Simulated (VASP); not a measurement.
Write the native input for VASP 6.6.1 that does the following.

- Task: single point
- Functional: PBE-based screened hybrid with 35 % exact exchange
- Potentials or basis: VASP PAW PBE potentials, release 64 (Al, N)
- Cutoff: 520 eV
- k mesh: 6 × 6 × 4
- Occupations: gaussian, width 0.05 eV
- Spin: no spin polarisation
- Dipole correction: no
- Grid for exact exchange (PRECFOCK): Normal
- Share of exact exchange: 0.35
- Further INCAR settings: ALGO = Normal; EDIFF = 1e-06; NBANDS = 16
- Screening parameter: 0.20787 1/Å

The system is AlN.

```
Al N
1.0
     3.11076    0.00000    0.00000
    -1.55538    2.69400    0.00000
     0.00000    0.00000    4.97877
Al N
2 2
Direct
  0.33333 0.66667 0.00157
  0.66667 0.33333 0.50157
  0.33333 0.66667 0.38343
  0.66667 0.33333 0.88343
```

These files were run (other wordings do the same):

POSCAR

```
AlN
1.0
    3.1107606290      0.0000000000      0.0000000000
   -1.5553803145      2.6939977298      0.0000000000
    0.0000000000      0.0000000000      4.9787706144
Al N
2 2
Direct
    0.3333333333      0.6666666667      0.0015708995
    0.6666666667      0.3333333333      0.5015708995
    0.3333333333      0.6666666667      0.3834291005
    0.6666666667      0.3333333333      0.8834291005
```

INCAR.step1

```
  ALGO = Normal
  EDIFF = 1E-5
  ENCUT = 520
  GGA = PE
  ISIF = 2
  ISMEAR = 0
  LASPH = T
  LREAL = F
  LWAVE = T
  NBANDS = 16
  NELM = 80
  PREC = Accurate
  SIGMA = 0.05
```

INCAR.step2

```
  AEXX = 0.35
  ALGO = Normal
  EDIFF = 1E-6
  ENCUT = 520
  GGA = PE
  HFSCREEN = 0.20787
  ISIF = 2
  ISMEAR = 0
  ISTART = 1
  LASPH = T
  LCHARG = T
  LELF = T
  LHFCALC = T
  LREAL = F
  LVHAR = T
  LWAVE = F
  NBANDS = 16
  NELM = 80
  PREC = Accurate
  PRECFOCK = Normal
  SIGMA = 0.05
```

KPOINTS

```
k-points
0
Gamma
  6 6 4
```

Potentials or basis: VASP PAW PBE potentials, release 64 (Al, N).

Run with:

```console
$ cat potpaw_PBE.64/Al/POTCAR potpaw_PBE.64/N/POTCAR > POTCAR
$ cp INCAR.step1 INCAR
$ mpirun -np 1 vasp_std > vasp.out
$ cp INCAR.step2 INCAR
$ mpirun -np 1 vasp_std > vasp.out
```

Results of the run:

| Quantity | Value |
| --- | --- |
| Pressure | -3.4 GPa |
| Band gap on the k mesh | 6.12 eV |

Caveat: the cell stands under tension; the PAW data sets were made with another functional, which shifts forces and pressure a little.

It took 39 min on 1 thread of AMD EPYC 7R43 64-Core Processor (Zen 3) (shared host), peak memory 0.23 GiB.
